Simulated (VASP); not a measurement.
Input of a VASP 6.6.1 run:

The input INCAR:

```
PREC     = Accurate       # precision mode
ENCUT    = 520            # plane-wave cutoff, eV
EDIFF    = 1E-6           # SCF threshold, eV
ISMEAR   = -1             # smearing method
SIGMA    = 0.06122561905347299 # smearing width, eV
LREAL    = False          # projectors in reciprocal space
LASPH    = True           # aspherical terms in the spheres
NELM     = 80             # most SCF steps
ALGO     = Normal         # electronic algorithm
ISIF     = 2              # what is computed and relaxed
LWAVE    = False          # write WAVECAR
LCHARG   = True           # write CHGCAR
GGA      = PE             # functional
LELF     = True           # ELF
LVHAR    = True         
NBANDS   = 69             # bands
```

File KPOINTS:

```
regular mesh
0
Gamma
  11 11 11
```

The input POSCAR:

```
Ga2O5
1.0
    5.1040085156      0.0000000000      0.0000000000
    0.0000000000      5.1040085156      0.0000000000
    0.0000000000      0.0000000000      5.1040085156
Ga O
4 10
Direct
    0.0000000000      0.0000000000      0.0000000000
    0.5000000000      0.5000000000      0.0000000000
    0.5000000000      0.0000000000      0.5000000000
    0.0000000000      0.5000000000      0.5000000000
    0.5000000000      0.0000000000      0.0000000000
    0.0000000000      0.5000000000      0.0000000000
    0.0000000000      0.0000000000      0.5000000000
    0.5000000000      0.5000000000      0.5000000000
    0.7500000000      0.7500000000      0.2500000000
    0.7500000000      0.2500000000      0.7500000000
    0.2500000000      0.7500000000      0.7500000000
    0.7500000000      0.2500000000      0.2500000000
    0.2500000000      0.7500000000      0.2500000000
    0.2500000000      0.2500000000      0.7500000000
```

Potentials or basis: VASP PAW PBE potentials, release 64 (Ga_d, O).

Launch:

```bash
$ cat potpaw_PBE.64/Ga_d/POTCAR potpaw_PBE.64/O/POTCAR > POTCAR
$ mpirun -np 1 vasp_std > vasp.out
```

(1) What does it give for the band gap on the k mesh?

(2) Predict the pressure.

Answers

(1) zero (bands 56 and 57 overlap by 0.43 eV).

(2) 3.4 GPa.

Caveat: the cell stands under pressure.
